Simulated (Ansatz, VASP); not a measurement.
# Two plane-wave programs on Si3C

```
Si C
1.0
     2.77232    0.00000    0.00000
    -1.38616    2.40090    0.00000
     0.00000    0.00000    8.77432
Si C
3 1
Direct
  0.33333 0.66667 0.75000
  0.33333 0.66667 0.25000
  0.66667 0.33333 0.00000
  0.66667 0.33333 0.50000
```

Alike in both runs: task relaxation of cell and atoms; functional PBE; k mesh 6 × 6 × 2; occupations gaussian, width 0.1 eV; no spin polarisation.

|  | VASP | Ansatz |
| --- | --- | --- |
| version | VASP 6.6.1 | Ansatz 0.2.0 |
| potentials or method | VASP PAW PBE potentials, release 64 (Si, C), cutoff 600 eV | scalar-relativistic, plane waves, PAW |
| valence electrons in the cell | 16 | 16 |

|  | VASP | Ansatz | Ansatz less VASP |
| --- | --- | --- | --- |
| gap on the k mesh at the Fermi level, each at its own relaxed structure (eV) | none | none | - |
| relaxed volume (Å³/atom) | 12.95 | 12.98 | +0.028 |
| relaxed cell length with the largest relative difference (Å) | 7.634 | 7.645 | +0.0113 |

A gap of «none» marks a metal or a gap that the smearing closes.

The k mesh is coarse, so the values compare programs but aren't converged.
